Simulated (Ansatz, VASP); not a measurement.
**Two plane-wave programs on MoSe**

The input INCAR:

```
ALGO = Normal ; EDIFF = 1E-6
ENCUT = 500 ; GGA = PE
GGA_COMPAT = F ; ISIF = 2
ISMEAR = 0 ; LASPH = T
LCHARG = F ; LREAL = F
LWAVE = F ; NBANDS = 17
NELM = 120 ; PREC = Accurate
SIGMA = 0.1
```

File KPOINTS:

```
k-points
0
Gamma
  14 14 14
```

The input POSCAR:

```
MoSe
1.0
    0.0000000000      2.5386151041      2.5386151041
    2.5386151041      0.0000000000      2.5386151041
    2.5386151041      2.5386151041      0.0000000000
Mo Se
1 1
Direct
    0.0000000000      0.0000000000      0.0000000000
    0.5000000000      0.5000000000      0.5000000000
```

Input for Ansatz:

```yaml
crystal:
  lattice:
    - [0.0, 2.5386151041, 2.5386151041]
    - [2.5386151041, 0.0, 2.5386151041]
    - [2.5386151041, 2.5386151041, 0.0]
  atoms:
    - { symbol: Mo, position: [0.0, 0.0, 0.0] }
    - { symbol: Se, position: [0.5, 0.5, 0.5] }
basis:
  ecutwfc: 420
kpoints:
  mp_grid: { grid: [14, 14, 14] }
hamiltonian:
  xc: pbe
scf:
  occupations: { method: gaussian, width: 0.1 }
  lower_state_search: "off"
output:
  forces: true
  stress: true
  eigenvalues: true
```

Alike in both runs: task single point; functional PBE; k mesh 14 × 14 × 14; occupations gaussian, width 0.1 eV; no spin polarisation.

|  | VASP | Ansatz |
| --- | --- | --- |
| version | VASP 6.6.1 | Ansatz 0.2.0 |
| potentials or method | VASP PAW PBE potentials, release 64 (Mo_sv, Se), cutoff 500 eV | scalar-relativistic, plane waves, PAW |
| valence electrons in the cell | 20 | 30 |

|  | VASP | Ansatz | Ansatz less VASP |
| --- | --- | --- | --- |
| gap on the k mesh at the Fermi level (eV) | none | none | - |
| pressure (GPa) | 14.6 | 14.2 | -0.39 |

A gap of «none» marks a metal or a gap that the smearing closes. With one functional, cell and mesh, what is left measures potentials, basis and numerics. VASP's potentials hold 20 valence electrons a cell and Ansatz's 30, so a difference there can come from the potentials and not from the codes.
